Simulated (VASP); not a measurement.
# AlN (F-43m) in VASP: notebook

AlN is run at these levels: LDA; tasks: single point, relaxation of cell and atoms.

Program: VASP 6.6.1. These are calculated values, not measurements. Logs are shortened: lines on timing, memory, paths and dates and some standing lists are left out, and cuts for length are marked.

### 1 The cell of the first run

It takes space group F-43m (No. 216, cubic). Conventional cell: a = 4.342 Å, b = 4.342 Å, c = 4.342 Å, α = 90.00°, β = 90.00°, γ = 90.00°. Within 2.5 Å of Al (site symmetry -43m) lie 4 N at 1.88 Å. Within 2.5 Å of N (site symmetry -43m) lie 4 Al at 1.88 Å.

### 2 Single point, LDA

Input file INCAR:

```
SYSTEM = AlN
PREC = Accurate
ENCUT = 600
EDIFF = 1E-6
ISMEAR = 0
SIGMA = 0.02
LREAL = .FALSE.
LASPH = .TRUE.
NELM = 120
ALGO = Normal
ISIF = 2
LWAVE = .FALSE.
LCHARG = .FALSE.
GGA = CA
NBANDS = 11
GGA_COMPAT = .FALSE.
```

Input file KPOINTS:

```
regular mesh
0
G
  10 10 10
  0 0 0
```

Input file POSCAR:

```
AlN
1.0
    0.0000000000      2.1710498789      2.1710498789
    2.1710498789      0.0000000000      2.1710498789
    2.1710498789      2.1710498789      0.0000000000
Al N
1 1
Direct
    0.0000000000      0.0000000000      0.0000000000
    0.2500000000      0.2500000000      0.2500000000
```

Potentials or basis: VASP PAW LDA potentials, release 64 (Al, N).

The run is started by

```sh
$ cat potpaw_LDA.64/Al/POTCAR potpaw_LDA.64/N/POTCAR > POTCAR
$ mpirun -np 1 vasp_std > vasp.out
```

OUTCAR:

```text
SYSTEM = AlN
   PREC = Accurate
   ENCUT = 600
   EDIFF = 1E-6
   ISMEAR = 0
   LREAL = .FALSE.
   LASPH = .TRUE.
   NELM = 120
   ISIF = 2
   GGA = CA

 ion  position               nearest neighbor table
   1  0.000  0.000  0.000-   2 1.88   2 1.88   2 1.88   2 1.88
   2  0.250  0.250  0.250-   1 1.88   1 1.88   1 1.88   1 1.88

  LATTYP: Found a face centered cubic cell.
 ALAT       =     4.3420997578

  Lattice vectors:

 A1 = (   0.0000000000,   2.1710498789,   2.1710498789)
 A2 = (   2.1710498789,   0.0000000000,   2.1710498789)
 A3 = (   2.1710498789,   2.1710498789,   0.0000000000)

Analysis of symmetry for initial positions (statically):
=====================================================================
 Subroutine PRICEL returns:
 Original cell was already a primitive cell.

 Routine SETGRP: Setting up the symmetry group for a
 face centered cubic supercell.

 Subroutine GETGRP returns: Found 24 space group operations
 (whereof 24 operations were pure point group operations)
 out of a pool of 48 trial point group operations.

The static configuration has the point symmetry T_d .

Analysis of symmetry for dynamics (positions and initial velocities):
=====================================================================
 Subroutine PRICEL returns:
 Original cell was already a primitive cell.

 Routine SETGRP: Setting up the symmetry group for a
 face centered cubic supercell.

 Subroutine GETGRP returns: Found 24 space group operations
 (whereof 24 operations were pure point group operations)
 out of a pool of 48 trial point group operations.

The dynamic configuration has the point symmetry T_d .

 Subroutine INISYM returns: Found 24 space group operations
 (whereof 24 operations are pure point group operations),
 and found     1 'primitive' translations

----------------------------------------------------------------------------------------

                                     Primitive cell

  volume of cell :      20.4663

  direct lattice vectors                    reciprocal lattice vectors
     0.000000000  2.171049879  2.171049879    -0.230303322  0.230303322  0.230303322
     2.171049879  0.000000000  2.171049879     0.230303322 -0.230303322  0.230303322
     2.171049879  2.171049879  0.000000000     0.230303322  0.230303322 -0.230303322

  length of vectors
     3.070328183  3.070328183  3.070328183     0.398897055  0.398897055  0.398897055

  position of ions in fractional coordinates (direct lattice)
     0.000000000  0.000000000  0.000000000
     0.250000000  0.250000000  0.250000000

  ion indices of the primitive-cell ions
   primitive index   ion index
                 1           1
[... 79 lines left out ...]
   ISIF   =      2    stress and relaxation
   ISYM   =      2    0-nonsym 1-usesym 2-fastsym
   POTIM  = 0.5000    time-step for ionic-motion
   TEBEG  =    0.0;   TEEND  =   0.0 temperature during run
   PSTRESS=    0.0 pullay stress
   NELECT =       8.0000    total number of electrons
   NUPDOWN=      -1.0000    fix difference up-down
   EMIN   =  10.00;   EMAX   =-10.00  energy-range for DOS
   EFERMI =   0.00;   METHOD = LEGACY
   ISMEAR =     0;   SIGMA  =   0.02  broadening in eV -4-tet -1-fermi 0-gaus
   EFERMI_NEDOS =   21; number of points for ismear=-14 and -15
   IALGO  =     38    algorithm
   IMIX   =      4    mixing-type and parameters
     AMIX     =   0.40;   BMIX     =  1.00
     AMIX_MAG =   1.60;   BMIX_MAG =  1.00
  volume/ion in A,a.u.               =      10.23        69.06
  Fermi-wavevector in a.u.,A,eV,Ry     =   1.196993  2.261989 19.494329  1.432793
  Thomas-Fermi vector in A             =   2.332919
   LORBIT       =      0    0 simple, 1 ext, 2 COOP (PROOUT), +10 PAW based schemes
   GGA     = CA    functional components
   LHFCALC =     F    Hartree Fock is set to
   AEXX    =    0.0000 exact exchange contribution
   IVDW    =     0    specifies the selected vdW correction
   LEPSILON=     F    determine dielectric tensor
   LRPA    =     F    only Hartree local field effects (RPA)
 non-spin polarized calculation
 Gauss-broadening in eV      SIGMA  =   0.02
  energy-cutoff  :      600.00
  volume of cell :       20.47
 maximum number of plane-waves:       701
 NGX is ok and might be reduce to    28
   NGX = 13   NGY = 13   NGZ = 13

 number of electron       8.0000000 magnetization

 Free energy of the ion-electron system (eV)
  ---------------------------------------------------
  ext. energy  EPLUGINS =         0.00000000
  ---------------------------------------------------
  free energy    TOTEN  =       -16.37602202 eV

  energy without entropy =      -16.37602202  energy(sigma->0) =      -16.37602202

 E-fermi :   5.9620     XC(G=0): -11.3442

 val. band max:        5.8777920027   @ k =   0.0000   0.0000   0.0000
 cond. band min:       9.1087258252   @ k =   0.5000   0.5000   0.0000
 fundamental gap:      3.2309338225
 Fermi energy:         5.9619720283

 k-point     1 :       0.0000    0.0000    0.0000
  band No.  band energies     occupation
      1      -9.0505      2.00000
      2       5.8778      2.00000
      3       5.8778      2.00000
      4       5.8778      2.00000
      5      10.2724      0.00000
      6      18.3872      0.00000
      7      18.3872      0.00000
      8      18.3872      0.00000
      9      23.5430      0.00000
     10      23.5430      0.00000
     11      24.9623      0.00000
[... 309 lines left out ...]
 k-point    24 :       0.4000    0.3000    0.0000
  band No.  band energies     occupation
      1      -6.9325      2.00000
      2       1.6747      2.00000
      3       4.1354      2.00000
      4       4.4438      2.00000
      5      10.7406      0.00000
      6      15.3313      0.00000
      7      18.1888      0.00000
      8      20.4387      0.00000
      9      20.9546      0.00000
     10      27.1718      0.00000
     11      29.5840      0.00000

 [... further k-points ...]
[... 5 lines left out ...]
  --------------------------------------------------------------------------------------
  -------------------------------------------------------------------------------------
  Total        0.0728027      0.0728027      0.0728027      0.0000000      0.0000000      0.0000000
  in kB        5.6992637      5.6992637      5.6992637      0.0000000      0.0000000      0.0000000
  external PRESSURE =       5.6992637 kB  Pullay stress =       0.0000000 kB

 VOLUME and BASIS-vectors are now :
 -----------------------------------------------------------------------------
  energy-cutoff  :      600.00
  volume of cell :       20.47
      direct lattice vectors                 reciprocal lattice vectors
     0.000000000  2.171049879  2.171049879    -0.230303322  0.230303322  0.230303322
     2.171049879  0.000000000  2.171049879     0.230303322 -0.230303322  0.230303322
     2.171049879  2.171049879  0.000000000     0.230303322  0.230303322 -0.230303322

 POSITION                                       TOTAL-FORCE (eV/Angst)
 -----------------------------------------------------------------------------------
      0.00000      0.00000      0.00000        -0.000000     -0.000000     -0.000000
      1.08552      1.08552      1.08552         0.000000      0.000000      0.000000
 -----------------------------------------------------------------------------------
    total drift:                               -0.000000     -0.000000     -0.000000

  FREE ENERGIE OF THE ION-ELECTRON SYSTEM (eV)
  ---------------------------------------------------
  free  energy   TOTEN  =       -16.3760220218 eV

  energy  without entropy=      -16.3760220218  energy(sigma->0) =      -16.37602202
```

OSZICAR:

```text
N       E                     dE             d eps       ncg     rms          rms(c)
DAV:   1     0.111872837423E+02    0.11187E+02   -0.41916E+03  1066   0.690E+02
DAV:   2    -0.181133920244E+02   -0.29301E+02   -0.28449E+02  1230   0.136E+02
DAV:   3    -0.189396209365E+02   -0.82623E+00   -0.82525E+00  1244   0.212E+01
DAV:   4    -0.189431306661E+02   -0.35097E-02   -0.35096E-02  1178   0.167E+00
DAV:   5    -0.189431604963E+02   -0.29830E-04   -0.29830E-04  1235   0.145E-01    0.874E+00
DAV:   6    -0.164488386456E+02    0.24943E+01   -0.12721E+01  1151   0.176E+01    0.295E+00
DAV:   7    -0.164054205387E+02    0.43418E-01   -0.11567E-01  1205   0.269E+00    0.196E+00
DAV:   8    -0.163766585119E+02    0.28762E-01   -0.31800E-02  1178   0.159E+00    0.410E-01
DAV:   9    -0.163760103086E+02    0.64820E-03   -0.22626E-03  1208   0.291E-01    0.188E-01
DAV:  10    -0.163760257889E+02   -0.15480E-04   -0.12840E-04  1169   0.804E-02    0.538E-02
DAV:  11    -0.163760220564E+02    0.37325E-05   -0.34770E-06  1217   0.154E-02    0.102E-02
DAV:  12    -0.163760220218E+02    0.34620E-07   -0.75446E-08   655   0.210E-03
   1 F= -.16376022E+02 E0= -.16376022E+02  d E =-.686201E-12
```

stdout:

```text
POSCAR found type information on POSCAR AlN
 POSCAR found :  2 types and       2 ions
 scaLAPACK will be used
 LDA part: xc-table for (Slater(with rela. corr.)+CA(PZ))
 , standard interpolation
 POSCAR, INCAR and KPOINTS ok, starting setup
 FFT: planning ... GRIDC
 FFT: planning ... GRID_SOFT
 FFT: planning ... GRID
 WAVECAR not read
 entering main loop
```

Wall time 22 s (1 thread of Intel Xeon 8259CL, shared host); peak memory 0.14 GiB.

What came out:

```yaml
Free_energy: -16.3760 eV
Pressure: 0.6 GPa
Band_gap_on_the_k_mesh: 3.23 eV (least direct gap 4.39 eV)
```

A k mesh can miss the band edges.

### 3 Single point, LDA

Input file INCAR:

```
SYSTEM = AlN
ALGO     = Normal         ! electronic algorithm
EDIFF    = 1E-6           ! SCF threshold, eV
ENCUT    = 600            ! plane-wave cutoff, eV
GGA_COMPAT= .FALSE.      
ISIF     = 2              ! what is computed and relaxed
ISMEAR   = 0              ! smearing method
LASPH    = .TRUE.         ! aspherical terms in the spheres
LCHARG   = .TRUE.         ! write CHGCAR
LELF     = .TRUE.         ! ELF
LREAL    = .FALSE.        ! projectors in reciprocal space
LVHAR    = .TRUE.       
LWAVE    = .FALSE.        ! write WAVECAR
NBANDS   = 11             ! bands
NELM     = 120            ! most SCF steps
PREC     = Accurate       ! precision mode
SIGMA    = 0.02           ! smearing width, eV
```

Input file KPOINTS:

```
k-points
0
G
  10 10 10
  0 0 0
```

POSCAR is that of step 2.

Potentials or basis: VASP PAW LDA potentials, release 64 (Al, N).

The run is started by

```sh
$ cat potpaw_LDA.64/Al/POTCAR potpaw_LDA.64/N/POTCAR > POTCAR
$ mpirun -np 1 vasp_std > vasp.out
```

It took 30 s on 1 thread of Intel Xeon 8259CL, shared host; peak memory 0.14 GiB.

The run converged. Its results:

| Property | Result |
| --- | --- |
| Free energy | -16.3760 eV |
| Pressure | 0.6 GPa |
| Band gap on the k mesh | 3.23 eV (least direct gap 4.39 eV) |

Levels at points of the mesh, in eV from the valence-band top:
```
           k point  band 1  band 2  band 3  band 4  band 5  band 6  band 7  band 8  band 9
(0.00, 0.00, 0.00)  -14.93    0.00    0.00    0.00    4.39   12.51   12.51   12.51   17.67
(0.50, 0.00, 0.00)  -12.75   -5.99   -0.49   -0.49    7.43    9.89   11.07   11.07   17.98
(0.50, 0.50, 0.00)  -12.08   -5.01   -1.81   -1.81    3.23    8.52   13.99   15.71   15.71
```

A k mesh can miss the band edges.

### 4 Relaxation of cell and atoms, LDA

This run uses another cell than the first one, of 10.50 Å³/atom.

Input file INCAR:

```
SYSTEM = AlN
PREC = Accurate
ENCUT = 600
EDIFF = 1E-7
ISMEAR = 0
SIGMA = 0.02
LREAL = .False.
LASPH = .True.
NELM = 120
ALGO = Normal
ISIF = 3
LWAVE = .False.
LCHARG = .False.
IBRION = 2
NSW = 100
EDIFFG = -0.002
GGA_COMPAT = .False.
NELMIN = 4
```

Input file KPOINTS:

```
Automatic mesh
0
Gamma
  10 10 10
  0 0 0
```

Input file POSCAR:

```
AlN
1.0
    0.0000000000      2.1900000000      2.1900000000
    2.1900000000      0.0000000000      2.1900000000
    2.1900000000      2.1900000000      0.0000000000
Al N
1 1
Direct
    0.0000000000      0.0000000000      0.0000000000
    0.2500000000      0.2500000000      0.2500000000
```

The run is started by

```sh
$ cat potpaw_LDA.64/Al/POTCAR potpaw_LDA.64/N/POTCAR > POTCAR
$ mpirun -np 1 vasp_std > vasp.out
```

Run time: 43 s. Hardware: 1 thread of Intel Xeon 8259CL, shared host; peak memory 0.14 GiB.

Results (log left out):

| Item | Value |
| --- | --- |
| Free energy | -16.3768 eV |
| Relaxed volume | 10.26 Å³/atom |
| Relaxed cell | a = 3.073 Å, b = 3.073 Å, c = 3.073 Å, α = 60.00°, β = 60.00°, γ = 60.00° |
| Space group after relaxing (to 0.1 Å) | F-43m (No. 216) |
| Energy gained by relaxing | 3.7 meV/atom |
| Ionic steps | 3 |
| Pressure after relaxing | 0.0 GPa |
| Band gap on the k mesh | 3.23 eV (least direct gap 4.37 eV) |

Step by step:
```tsv
step	energy change (eV)	largest force (eV/Å)	pressure (GPa)	volume (Å³)
1	0.0000	0.0000	-4.73	21.01
2	-0.0008	0.0000	4.79	20.08
3	-0.0073	0.0000	-0.03	20.52
```

Final structure:
```yaml
crystal:
  lattice:
    - [0.00000, 2.17301, 2.17301]
    - [2.17301, 0.00000, 2.17301]
    - [2.17301, 2.17301, 0.00000]
  atoms:
    - { symbol: Al, position: [0.00000, 0.00000, 0.00000] }
    - { symbol: N, position: [0.25000, 0.25000, 0.25000] }
```

Levels at points of the mesh, in eV from the valence-band top:
```tsv
k point	band 2	band 3	band 4	band 5	band 6	band 7
(0.00, 0.00, 0.00)	0.00	0.00	0.00	4.37	12.48	12.48
(0.50, 0.00, 0.00)	-5.97	-0.49	-0.49	7.41	9.87	11.06
(0.50, 0.50, 0.00)	-5.00	-1.81	-1.81	3.23	8.50	13.96
```

A k mesh can miss the band edges.
